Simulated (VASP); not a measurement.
Here is a VASP 6.6.1 calculation.

File INCAR:

```
ALGO = Normal
DIPOL = 0.5 0.5 0.399
EDIFF = 1E-7
ENCUT = 520
GGA = PE
IDIPOL = 3
ISIF = 2
ISMEAR = 0
LASPH = True
LCHARG = False
LDIPOL = True
LREAL = False
LWAVE = False
NBANDS = 24
NELM = 100
PREC = Accurate
SIGMA = 0.1
```

File KPOINTS:

```
k-points
0
Gamma
  9 9 1
```

POSCAR

```
Al8N
1.0
    2.8543223330      0.0000000000      0.0000000000
   -1.4271611665      2.4719156510      0.0000000000
    0.0000000000      0.0000000000     33.4760593533
Al N
8 1
Direct
    0.3333333333      0.6666666667      0.1194883770
    0.0000000000      0.0000000000      0.1895622803
    0.6666666667      0.3333333333      0.2596361837
    0.0000000000      0.0000000000      0.3297100869
    0.3333333333      0.6666666667      0.3992195594
    0.0000000000      0.0000000000      0.4696536480
    0.6666666667      0.3333333333      0.5400996810
    0.0000000000      0.0000000000      0.6116627748
    0.1111111111     -0.1111111111      0.6734980099
```

Potentials or basis: VASP PAW PBE potentials, release 64 (Al, N).

Launch:

```console
$ cat potpaw_PBE.64/Al/POTCAR potpaw_PBE.64/N/POTCAR > POTCAR
$ mpirun -np 1 vasp_std > vasp.out
```

(1) Estimate the largest force.

## Answers

(1) 2.413 eV/Å.
